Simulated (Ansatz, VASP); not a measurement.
# Two plane-wave programs on SnSe

```xyz
8
Lattice="11.3103 0.0000 0.0000 0.0000 4.1142 0.0000 0.0000 0.0000 4.3211" Properties=species:S:1:pos:R:3 pbc="T T T"
Sn    1.3252    1.0285    0.4133
Sn    4.3300    3.0856    2.5738
Sn    6.9803    1.0285    1.7472
Sn    9.9851    3.0856    3.9077
Se    4.0451    1.0285    0.1053
Se    1.6100    3.0856    2.2658
Se    9.7003    1.0285    2.0552
Se    7.2652    3.0856    4.2158
```

Alike in both runs: functional LDA; k mesh 4 × 8 × 8; occupations gaussian, width 0.02 eV; no spin polarisation.

Ansatz relaxed the structure, and its values are those at the end. VASP's run is a single point on that final structure, the one shown.

|  | VASP | Ansatz |
| --- | --- | --- |
| version | VASP 6.6.1 | Ansatz 0.2.0 |
| potentials or method | VASP PAW LDA potentials, release 64 (Sn_d, Se), cutoff 520 eV | scalar-relativistic, plane waves, PAW |
| valence electrons in the cell | 80 | 120 |

Ansatz gave:

- gap on the k mesh at the Fermi level (eV): 0.44
- least direct gap on the mesh (eV): 0.74
- pressure (GPa): 0.0
- rms of the force components (eV/Å): 0.000

Task: Estimate VASP's values.

Result: gap on the k mesh at the Fermi level (eV): 0.42; least direct gap on the mesh (eV): 0.74; pressure (GPa): 0.1; rms of the force components (eV/Å): 0.014.

LDA's correlation is that of Perdew and Zunger in VASP and of Perdew and Wang (1992) in Ansatz. VASP's potentials hold 80 valence electrons a cell and Ansatz's 120, so a difference there can come from the potentials and not from the codes.
